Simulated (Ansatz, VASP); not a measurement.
# CaPd4 in VASP and in Ansatz

```
CELL_PARAMETERS angstrom
4.82499 0.00000 0.00000
0.00000 4.82499 0.00000
0.00000 0.00000 4.82499
ATOMIC_POSITIONS crystal
Ca 0.50000 0.50000 0.50000
Pd 0.00000 0.50000 0.50000
Pd 0.50000 0.00000 0.50000
Pd 0.50000 0.50000 0.00000
Pd 0.00000 0.00000 0.00000
```

Alike in both runs: functional PBE; k mesh 4 × 4 × 4; occupations gaussian, width 0.1 eV; no spin polarisation.

Ansatz relaxed the structure, and its values are those at the end. VASP's run is a single point on that final structure, the one shown.

|  | VASP | Ansatz |
| --- | --- | --- |
| version | VASP 6.6.1 | Ansatz 0.2.0 |
| potentials or method | VASP PAW PBE potentials, release 64 (Ca_sv, Pd), cutoff 520 eV | scalar-relativistic, plane waves, PAW |
| valence electrons in the cell | 50 | 82 |

```tsv
	VASP	Ansatz	Ansatz less VASP
gap on the k mesh at the Fermi level (eV)	none	none	-
pressure (GPa)	0.5	0.2	-0.33
```

A gap of «none» marks a metal or a gap that the smearing closes. The functional is the same, so the differences come from potentials, cutoffs and numerics. VASP's potentials hold 50 valence electrons a cell and Ansatz's 82, so a difference there can come from the potentials and not from the codes.
